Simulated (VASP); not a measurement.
# HfPt3 (Pm-3m) in VASP: single point with LDA

Aim: the single point of HfPt3 with LDA.

Everything below comes from runs of VASP 6.6.1. Logs are shortened: lines on timing, memory, paths and dates and some standing lists are left out, and cuts for length are marked.

### Step 1. The cell of the first run

The structure is cubic, space group Pm-3m (No. 221). The conventional cell has a = 4.002 Å, b = 4.002 Å, c = 4.002 Å, α = 90.00°, β = 90.00°, γ = 90.00°. Within 3.7 Å of Hf (site symmetry m-3m) lie 12 Pt at 2.83 Å. Within 3.7 Å of Pt (site symmetry 4/mmm) lie 4 Hf at 2.83 Å and 8 Pt at 2.83 Å.

### Step 2. Single point, LDA

INCAR

```
SYSTEM = HfPt3
ALGO = Normal
EDIFF = 1E-6
ENCUT = 520
GGA = CA
ISIF = 2
ISMEAR = 1
LASPH = .TRUE.
LCHARG = .FALSE.
LREAL = .FALSE.
LWAVE = .FALSE.
NBANDS = 28
NELM = 60
PREC = Accurate
SIGMA = 0.1
```

KPOINTS

```
k-points
0
G
  6 6 6
  0 0 0
```

POSCAR

```
HfPt3
1.0
    4.0024500000      0.0000000000      0.0000000000
    0.0000000000      4.0024500000      0.0000000000
    0.0000000000      0.0000000000      4.0024500000
Hf Pt
1 3
Direct
    0.0000000000      0.0000000000      0.0000000000
    0.5000000000      0.5000000000      0.0000000000
    0.5000000000      0.0000000000      0.5000000000
    0.0000000000      0.5000000000      0.5000000000
```

Potentials or basis: VASP PAW LDA potentials, release 64 (Hf_pv, Pt).

Command:

```console
$ cat potpaw_LDA.64/Hf_pv/POTCAR potpaw_LDA.64/Pt/POTCAR > POTCAR
$ mpirun -np 1 vasp_std > vasp.out
```

OUTCAR:

```text
SYSTEM = HfPt3
   EDIFF = 1E-6
   ENCUT = 520
   GGA = CA
   ISIF = 2
   ISMEAR = 1
   LASPH = .TRUE.
   LREAL = .FALSE.
   NELM = 60
   PREC = Accurate

 ion  position               nearest neighbor table
   1  0.000  0.000  0.000-   2 2.83   3 2.83   4 2.83   3 2.83   4 2.83   2 2.83   4 2.83   4 2.83
                             2 2.83   3 2.83   3 2.83   2 2.83
   2  0.500  0.500  0.000-   1 2.83   3 2.83   4 2.83   3 2.83   4 2.83   1 2.83   3 2.83   3 2.83
                             1 2.83   4 2.83   4 2.83   1 2.83
   3  0.500  0.000  0.500-   1 2.83   2 2.83   4 2.83   1 2.83   2 2.83   2 2.83   4 2.83   2 2.83
                             1 2.83   4 2.83   1 2.83   4 2.83
   4  0.000  0.500  0.500-   1 2.83   2 2.83   3 2.83   1 2.83   2 2.83   1 2.83   3 2.83   1 2.83
                             2 2.83   3 2.83   2 2.83   3 2.83

  LATTYP: Found a simple cubic cell.
 ALAT       =     4.0024500000

  Lattice vectors:

 A1 = (   4.0024500000,   0.0000000000,   0.0000000000)
 A2 = (   0.0000000000,   4.0024500000,   0.0000000000)
 A3 = (   0.0000000000,   0.0000000000,   4.0024500000)

Analysis of symmetry for initial positions (statically):
=====================================================================
 Subroutine PRICEL returns:
 Original cell was already a primitive cell.

 Routine SETGRP: Setting up the symmetry group for a
 simple cubic supercell.

 Subroutine GETGRP returns: Found 48 space group operations
 (whereof 48 operations were pure point group operations)
 out of a pool of 48 trial point group operations.

The static configuration has the point symmetry O_h .

Analysis of symmetry for dynamics (positions and initial velocities):
=====================================================================
 Subroutine PRICEL returns:
 Original cell was already a primitive cell.

 Routine SETGRP: Setting up the symmetry group for a
 simple cubic supercell.

 Subroutine GETGRP returns: Found 48 space group operations
 (whereof 48 operations were pure point group operations)
 out of a pool of 48 trial point group operations.

The dynamic configuration has the point symmetry O_h .

 Subroutine INISYM returns: Found 48 space group operations
 (whereof 48 operations are pure point group operations),
 and found     1 'primitive' translations

----------------------------------------------------------------------------------------

                                     Primitive cell

  volume of cell :      64.1177

  direct lattice vectors                    reciprocal lattice vectors
     4.002450000  0.000000000  0.000000000     0.249846969  0.000000000  0.000000000
     0.000000000  4.002450000  0.000000000     0.000000000  0.249846969  0.000000000
     0.000000000  0.000000000  4.002450000     0.000000000  0.000000000  0.249846969

  length of vectors
     4.002450000  4.002450000  4.002450000     0.249846969  0.249846969  0.249846969

  position of ions in fractional coordinates (direct lattice)
     0.000000000  0.000000000  0.000000000
     0.500000000  0.500000000  0.000000000
     0.500000000  0.000000000  0.500000000
     0.000000000  0.500000000  0.500000000

  ion indices of the primitive-cell ions
   primitive index   ion index
                 1           1
                 2           2
                 3           3
                 4           4

----------------------------------------------------------------------------------------

 KPOINTS: k-points

Automatic generation of k-mesh.
 Grid dimensions read from file:
 generate k-points for:    6    6    6

 Generating k-lattice:

  Cartesian coordinates                     Fractional coordinates (reciprocal lattice)
     0.041641161  0.000000000  0.000000000     0.166666667  0.000000000  0.000000000
     0.000000000  0.041641161  0.000000000     0.000000000  0.166666667  0.000000000
     0.000000000  0.000000000  0.041641161     0.000000000  0.000000000  0.166666667

  Length of vectors
     0.041641161  0.041641161  0.041641161

  Shift w.r.t. Gamma in fractional coordinates (k-lattice)
     0.000000000  0.000000000  0.000000000

 Subroutine IBZKPT returns following result:
 ===========================================

 Found     20 irreducible k-points:

 Following reciprocal coordinates:
            Coordinates               Weight
  0.000000  0.000000  0.000000      1.000000
  0.166667  0.000000  0.000000      6.000000
  0.333333  0.000000  0.000000      6.000000
  0.500000  0.000000  0.000000      3.000000
  0.166667  0.166667  0.000000     12.000000
  0.333333  0.166667  0.000000     24.000000
[... 12 lines left out ...]
  0.500000  0.500000  0.333333      6.000000
  0.500000  0.500000  0.500000      1.000000
   k-points           NKPTS =     20   k-points in BZ     NKDIM =     20   number of bands    NBANDS=     28
   number of dos      NEDOS =    301   number of ions     NIONS =      4
   total plane-waves  NPLWV =  27000
   dimension x,y,z NGX =    30 NGY =   30 NGZ =   30
   dimension x,y,z NGXF=    60 NGYF=   60 NGZF=   60
   ions per type =               1   3
   NGX,Y,Z   is equivalent  to a cutoff of  12.46, 12.46, 12.46 a.u.
   NGXF,Y,Z  is equivalent  to a cutoff of  24.92, 24.92, 24.92 a.u.
 SYSTEM =  HfPt3
   PREC   = accura    normal or accurate (medium, high low for compatibility)
   ISTART =      0    job   : 0-new  1-cont  2-samecut
   ICHARG =      2    charge: 1-file 2-atom 10-const
   ISPIN  =      1    spin polarized calculation?
   LNONCOLLINEAR =      F non collinear calculations
   LSORBIT =      F    spin-orbit coupling
   LASPH  =      T    aspherical Exc in radial PAW
   ENCUT  =  520.0 eV  38.22 Ry    6.18 a.u.   7.44  7.44  7.44*2*pi/ulx,y,z
   NELM   =     60;   NELMIN=  2; NELMDL= -5     # of ELM steps
   EDIFF  = 0.1E-05   stopping-criterion for ELM
   LREAL  =      F    real-space projection
   EDIFFG = 0.1E-04   stopping-criterion for IOM
   NSW    =      0    number of steps for IOM
   IBRION =     -1    ionic relax: 0-MD 1-quasi-New 2-CG
   NFREE  =      0    steps in history (QN), initial steepest desc. (CG)
   ISIF   =      2    stress and relaxation
   ISYM   =      2    0-nonsym 1-usesym 2-fastsym
   POTIM  = 0.5000    time-step for ionic-motion
   TEBEG  =    0.0;   TEEND  =   0.0 temperature during run
   PSTRESS=    0.0 pullay stress
   NELECT =      40.0000    total number of electrons
   NUPDOWN=      -1.0000    fix difference up-down
   EMIN   =  10.00;   EMAX   =-10.00  energy-range for DOS
   EFERMI =   0.00;   METHOD = LEGACY
   ISMEAR =     1;   SIGMA  =   0.10  broadening in eV -4-tet -1-fermi 0-gaus
   EFERMI_NEDOS =   21; number of points for ismear=-14 and -15
   IALGO  =     38    algorithm
   IMIX   =      4    mixing-type and parameters
     AMIX     =   0.40;   BMIX     =  1.00
     AMIX_MAG =   1.60;   BMIX_MAG =  1.00
  volume/ion in A,a.u.               =      16.03       108.17
  Fermi-wavevector in a.u.,A,eV,Ry     =   1.398843  2.643430 26.623352  1.956761
  Thomas-Fermi vector in A             =   2.521961
   LORBIT       =      0    0 simple, 1 ext, 2 COOP (PROOUT), +10 PAW based schemes
   GGA     = CA    functional components
   LHFCALC =     F    Hartree Fock is set to
   AEXX    =    0.0000 exact exchange contribution
   IVDW    =     0    specifies the selected vdW correction
   LEPSILON=     F    determine dielectric tensor
   LRPA    =     F    only Hartree local field effects (RPA)
 non-spin polarized calculation
 Methfessel and Paxton  Order N= 1 SIGMA  =   0.10
  energy-cutoff  :      520.00
  volume of cell :       64.12
 maximum number of plane-waves:      1755
 NGX is ok and might be reduce to    30
   NGX = 15   NGY = 15   NGZ = 15

 number of electron      40.0000005 magnetization

 Free energy of the ion-electron system (eV)
  ---------------------------------------------------
  ext. energy  EPLUGINS =         0.00000000
  ---------------------------------------------------
  free energy    TOTEN  =       -37.66610053 eV

  energy without entropy =      -37.66650788  energy(sigma->0) =      -37.66623631

 E-fermi :  10.0706     XC(G=0): -13.2749

 val. band max:       10.0417164776   @ k =   0.1667   0.0000   0.0000
 cond. band min:      10.6883954770   @ k =   0.5000   0.0000   0.0000
 fundamental gap:      0.6466789994
 Fermi energy:        10.0705587186

 k-point     1 :       0.0000    0.0000    0.0000
  band No.  band energies     occupation
      1     -21.1701      2.00000
      2     -21.1701      2.00000
      3     -21.1701      2.00000
      4       0.0382      2.00000
      5       3.0769      2.00000
      6       3.0769      2.00000
[... 20 lines left out ...]
     27      14.8050      0.00000
     28      19.5028      0.00000

 k-point     2 :       0.1667    0.0000    0.0000
  band No.  band energies     occupation
      1     -21.1861      2.00000
      2     -21.1723      2.00000
      3     -21.1723      2.00000
      4       0.4165      2.00000
      5       3.2389      2.00000
      6       3.3684      2.00000
[... 20 lines left out ...]
     27      15.2234      0.00000
     28      17.4056      0.00000

 k-point     3 :       0.3333    0.0000    0.0000
  band No.  band energies     occupation
      1     -21.2179      2.00000
      2     -21.1766      2.00000
      3     -21.1766      2.00000
      4       1.4646      2.00000
      5       3.4301      2.00000
      6       4.0059      2.00000
[... 20 lines left out ...]
     27      16.8536      0.00000
     28      16.8536      0.00000

 k-point     4 :       0.5000    0.0000    0.0000
  band No.  band energies     occupation
      1     -21.2337      2.00000
      2     -21.1788      2.00000
      3     -21.1788      2.00000
      4       2.6711      2.00000
      5       2.9512      2.00000
      6       4.3694      2.00000
[... 454 lines left out ...]
     27      15.0659      0.00000
     28      17.2553      0.00000

 k-point    19 :       0.5000    0.5000    0.3333
  band No.  band energies     occupation
      1     -21.2048      2.00000
      2     -21.2048      2.00000
      3     -21.1971      2.00000
      4       3.0778      2.00000
      5       3.0778      2.00000
      6       3.0821      2.00000
[... 20 lines left out ...]
     27      14.5665      0.00000
     28      18.1380      0.00000

 k-point    20 :       0.5000    0.5000    0.5000
  band No.  band energies     occupation
      1     -21.2006      2.00000
      2     -21.2006      2.00000
      3     -21.2006      2.00000
      4       2.8486      2.00000
      5       2.8486      2.00000
      6       2.8486      2.00000
[... 20 lines left out ...]
     27      13.9911      0.00000
     28      18.0376      0.00000

------------------------ aborting loop because EDIFF is reached ----------------------------------------

  FORCE on cell =-STRESS in cart. coord.  units (eV):
  Direction    XX          YY          ZZ          XY          YZ          ZX
  --------------------------------------------------------------------------------------
  -------------------------------------------------------------------------------------
  Total       -3.4111658     -3.4111658     -3.4111658      0.0000000     -0.0000000      0.0000000
  in kB      -85.2384731    -85.2384731    -85.2384731      0.0000000     -0.0000000      0.0000000
  external PRESSURE =     -85.2384731 kB  Pullay stress =       0.0000000 kB

 VOLUME and BASIS-vectors are now :
 -----------------------------------------------------------------------------
  energy-cutoff  :      520.00
  volume of cell :       64.12
      direct lattice vectors                 reciprocal lattice vectors
     4.002450000  0.000000000  0.000000000     0.249846969  0.000000000  0.000000000
     0.000000000  4.002450000  0.000000000     0.000000000  0.249846969  0.000000000
     0.000000000  0.000000000  4.002450000     0.000000000  0.000000000  0.249846969

 POSITION                                       TOTAL-FORCE (eV/Angst)
 -----------------------------------------------------------------------------------
      0.00000      0.00000      0.00000         0.000000      0.000000      0.000000
      2.00122      2.00122      0.00000         0.000000      0.000000      0.000000
      2.00122      0.00000      2.00122         0.000000      0.000000      0.000000
      0.00000      2.00122      2.00122         0.000000      0.000000      0.000000
 -----------------------------------------------------------------------------------
    total drift:                                0.000000      0.000000     -0.000000

  FREE ENERGIE OF THE ION-ELECTRON SYSTEM (eV)
  ---------------------------------------------------
  free  energy   TOTEN  =       -37.6661005336 eV

  energy  without entropy=      -37.6665078755  energy(sigma->0) =      -37.66623631
```

Run time: 25 s. Hardware: 1 thread of Intel Xeon 6975P-C (Granite Rapids), shared host; peak memory 0.17 GiB.

Results:

| Quantity | Value |
| --- | --- |
| Free energy | -37.6661 eV |
| Pressure | -8.5 GPa |
| Band gap on the k mesh | zero (band 20 reaches 11.83 eV, above the bottom of band 21 at 9.82 eV) |

Levels at points of the mesh, in eV from the Fermi level:
```csv
k point,band 18,band 19,band 20,band 21,band 22,band 23
"(0.00, 0.00, 0.00)",-0.14,-0.14,1.76,1.76,1.76,2.80
"(0.50, 0.00, 0.00)",-2.61,-1.41,-0.13,0.62,0.62,1.85
"(0.50, 0.50, 0.00)",-2.70,-2.41,-2.18,1.24,1.24,1.42
"(0.50, 0.50, 0.50)",-0.60,-0.60,-0.25,-0.25,-0.25,1.90
```

Caveat: spin-orbit coupling is left out, which moves the levels of the heavy elements.
